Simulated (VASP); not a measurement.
# SiO2: single point with LDA

SiO2:

```
CELL_PARAMETERS angstrom
5.17802 0.00000 0.00000
0.00000 7.02049 0.00000
0.00000 0.00000 8.07828
ATOMIC_POSITIONS crystal
Si 0.25000 0.22577 0.09699
Si 0.75000 0.77423 0.90301
Si 0.75000 0.22577 0.90301
Si 0.25000 0.77423 0.09699
Si 0.25000 0.50000 0.38835
Si 0.75000 0.50000 0.61165
O 0.00000 0.29846 0.00000
O 0.50000 0.70154 0.00000
O 0.00000 0.70154 0.00000
O 0.50000 0.29846 0.00000
O 0.25000 0.00000 0.11040
O 0.75000 0.00000 0.88960
O 0.25000 0.30963 0.27994
O 0.75000 0.69037 0.72006
O 0.75000 0.30963 0.72006
O 0.25000 0.69037 0.27994
O 0.50000 0.50000 0.50000
O 0.00000 0.50000 0.50000
```

```yaml
Program: VASP 6.6.1
Task: single point
Functional: LDA
Potentials_or_basis: VASP PAW LDA potentials, release 64 (Si, O)
Cutoff: 520 eV
k_mesh: 4 × 4 × 4
Occupations: gaussian, width 0.02 eV
Spin: no spin polarisation
```

| Quantity | Value |
| --- | --- |
| Pressure | 4.8 GPa |
| Largest force | 0.047 eV/Å |
| Band gap on the k mesh | 5.45 eV (least direct gap 5.49 eV) |

Forces on the atoms (eV/Å):
```
Si   0.000  0.018  0.032
Si   0.000 -0.018 -0.032
Si   0.000  0.018 -0.032
Si   0.000 -0.018  0.032
Si   0.000  0.000  0.047
Si   0.000  0.000 -0.047
O    0.000  0.016  0.000
O    0.000 -0.016  0.000
O    0.000 -0.016  0.000
O    0.000  0.016  0.000
O    0.000  0.000 -0.003
O    0.000  0.000  0.003
O    0.000 -0.018  0.006
O    0.000  0.018 -0.006
O    0.000 -0.018 -0.006
O    0.000  0.018  0.006
O    0.000  0.000  0.000
O    0.000  0.000  0.000
```

Stress tensor (GPa, compression positive):
```
4.86 0.00 0.00
0.00 4.66 0.00
0.00 0.00 4.87
```

Levels at points of the mesh, in eV from the valence-band top:
| k point | band 46 | band 47 | band 48 | band 49 | band 50 | band 51 |
| --- | --- | --- | --- | --- | --- | --- |
| (0.00, 0.00, 0.00) | -0.64 | -0.34 | -0.03 | 5.45 | 7.92 | 8.23 |
| (0.50, 0.00, 0.00) | -0.93 | -0.53 | -0.53 | 7.32 | 7.32 | 8.73 |
| (0.00, 0.50, 0.00) | -0.32 | -0.19 | -0.03 | 6.50 | 6.56 | 8.15 |
| (0.50, 0.50, 0.00) | -0.65 | -0.33 | -0.33 | 7.80 | 7.80 | 8.06 |
| (0.00, 0.00, 0.50) | -0.49 | -0.30 | 0.00 | 6.10 | 6.52 | 8.16 |
| (0.50, 0.00, 0.50) | -0.97 | -0.88 | -0.88 | 7.76 | 7.76 | 7.85 |
| (0.00, 0.50, 0.50) | -0.36 | -0.25 | 0.00 | 6.84 | 7.21 | 7.37 |
| (0.50, 0.50, 0.50) | -0.84 | -0.37 | -0.37 | 8.02 | 8.02 | 8.09 |

It took 9.5 min on 1 thread of AMD EPYC 9R45 96-Core Processor (Zen 5), with other jobs on the host, peak memory 0.42 GiB.

Caveat: the cell stands under pressure. A k mesh can miss the band edges.
